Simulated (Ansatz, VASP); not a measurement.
**TiO: VASP beside Ansatz**

The input POSCAR:

```
TiO
1.0
    3.0309987015      0.0000000000      0.0000000000
   -1.5154993507      2.6249218743      0.0000000000
    0.0000000000      0.0000000000      3.2377000000
Ti O
1 1
Direct
    0.6666666667      0.3333333333      0.0000000000
    0.0000000000      0.0000000000      0.5000000000
```

Contents of INCAR.step1:

```
ALGO = Normal
EDIFF = 1E-4
ENCUT = 600
GGA = PE
ISMEAR = 0
LASPH = True
LCHARG = False
LREAL = False
LWAVE = True
NELM = 100
PREC = Accurate
SIGMA = 0.1
```

Contents of INCAR.step2:

```
ALGO = Normal
EDIFF = 1E-6
EDIFFG = -0.05
ENCUT = 600
IBRION = 2
ISIF = 3
ISMEAR = 0
ISTART = 1
LASPH = True
LCHARG = False
LMIXTAU = True
LREAL = False
LWAVE = False
METAGGA = R2SCAN
NELM = 100
NSW = 100
PREC = Accurate
SIGMA = 0.1
```

KPOINTS

```
k-points
0
Gamma
  6 6 6
```

Input for Ansatz:

```yaml
crystal:
  lattice:
    - [3.0309987015, 0.0, 0.0]
    - [-1.5154993507, 2.6249218743, 0.0]
    - [0.0, 0.0, 3.2377]
  atoms:
    - { symbol: Ti, position: [0.6666666667, 0.3333333333, 0.0] }
    - { symbol: O, position: [0.0, 0.0, 0.5] }
basis:
  ecutwfc: 500
kpoints:
  mp_grid: { grid: [6, 6, 6] }
hamiltonian:
  xc: r2scan
scf:
  occupations: { method: gaussian, width: 0.1 }
output:
  forces: true
  stress: true
  eigenvalues: true
relax:
  adjacent_minimum: "off"
  f_tol: 0.05
  max_steps: 80
  cell: { stress_tol: 0.5 }
```

Alike in both runs: task relaxation of cell and atoms; functional r2SCAN; k mesh 6 × 6 × 6; occupations gaussian, width 0.1 eV; no spin polarisation.

|  | VASP | Ansatz |
| --- | --- | --- |
| version | VASP 6.6.1 | Ansatz 0.2.0 |
| potentials or method | VASP PAW PBE potentials, release 64 (Ti_sv, O), cutoff 600 eV | scalar-relativistic, plane waves, PAW |
| valence electrons in the cell | 18 | 18 |

```csv
,VASP,Ansatz,Ansatz less VASP
"gap on the k mesh at the Fermi level, each at its own relaxed structure (eV)",none,none,-
relaxed volume (Å³/atom),9.66,9.59,-0.066
relaxed cell length with the largest relative difference (Å),2.833,2.822,-0.0106
```

VASP's potentials were made for PBE, not for r2SCAN. A gap of «none» marks a metal or a gap that the smearing closes.

The k mesh is coarse, so the values compare programs but aren't converged. Noted on VASP's run: the volume moved by over 15 % at a fixed basis, so the end points are rough.
